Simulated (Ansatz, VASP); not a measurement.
**Ta4O: VASP beside Ansatz**

File INCAR:

```
SYSTEM = Ta4O
ALGO     = Normal         ! electronic algorithm
EDIFF    = 1E-6           ! SCF threshold, eV
ENCUT    = 520            ! plane-wave cutoff, eV
GGA      = PS             ! functional
ISIF     = 2              ! what is computed and relaxed
ISMEAR   = 0              ! smearing method
LASPH    = .True.         ! aspherical terms in the spheres
LCHARG   = .False.        ! write CHGCAR
LREAL    = .False.        ! projectors in reciprocal space
LWAVE    = .False.        ! write WAVECAR
NBANDS   = 33             ! bands
NELM     = 60             ! most SCF steps
PREC     = Accurate       ! precision mode
SIGMA    = 0.1            ! smearing width, eV
```

KPOINTS

```
k-points
0
Gamma
  10 10 4
  0 0 0
```

POSCAR

```
Ta4O
1.0
    3.2574970000      0.0000000000      0.0000000000
    0.0000000000      3.2574970000      0.0000000000
    0.0000000000      0.0000000000      7.4093410000
Ta O
4 1
Direct
    0.0000000000      0.0000000000      0.5000000000
    0.5000000000      0.5000000000      0.7831580000
    0.5000000000      0.5000000000      0.2168420000
    0.0000000000      0.0000000000      0.0000000000
    0.5000000000      0.5000000000      0.5000000000
```

Input for Ansatz:

```yaml
crystal:
  lattice:
    - [3.257497, 0.0, 0.0]
    - [0.0, 3.257497, 0.0]
    - [0.0, 0.0, 7.409341]
  atoms:
    - { symbol: Ta, position: [0.0, 0.0, 0.5] }
    - { symbol: Ta, position: [0.5, 0.5, 0.783158] }
    - { symbol: Ta, position: [0.5, 0.5, 0.216842] }
    - { symbol: Ta, position: [0.0, 0.0, 0.0] }
    - { symbol: O, position: [0.5, 0.5, 0.5] }
basis:
  ecutwfc: 420
kpoints:
  mp_grid: { grid: [10, 10, 4] }
hamiltonian:
  xc: pbesol
scf:
  occupations: { method: gaussian, width: 0.1 }
output:
  forces: true
  stress: true
  eigenvalues: true
```

Alike in both runs: task single point; functional PBEsol; k mesh 10 × 10 × 4; occupations gaussian, width 0.1 eV; no spin polarisation.

|  | VASP | Ansatz |
| --- | --- | --- |
| version | VASP 6.6.1 | Ansatz 0.2.0 |
| potentials or method | VASP PAW PBE potentials, release 64 (Ta_pv, O), cutoff 520 eV | scalar-relativistic, plane waves, PAW |
| valence electrons in the cell | 50 | 58 |

|  | VASP | Ansatz | Ansatz less VASP |
| --- | --- | --- | --- |
| gap on the k mesh at the Fermi level (eV) | none | none | - |
| pressure (GPa) | -7.9 | -8.1 | -0.27 |
| traceless stress, the component that is largest in VASP (GPa) | -0.20 | -0.33 | -0.133 |
| rms of the force components (eV/Å) | 0.021 | 0.034 | +0.0133 |

VASP's potentials were made for PBE, not for PBEsol. Atom by atom the forces differ by 0.013 eV/Å (rms over components). A gap of «none» marks a metal or a gap that the smearing closes. With one functional, cell and mesh, what is left measures potentials, basis and numerics. VASP's potentials hold 50 valence electrons a cell and Ansatz's 58, so a difference there can come from the potentials and not from the codes.

Spin-orbit coupling is off throughout.
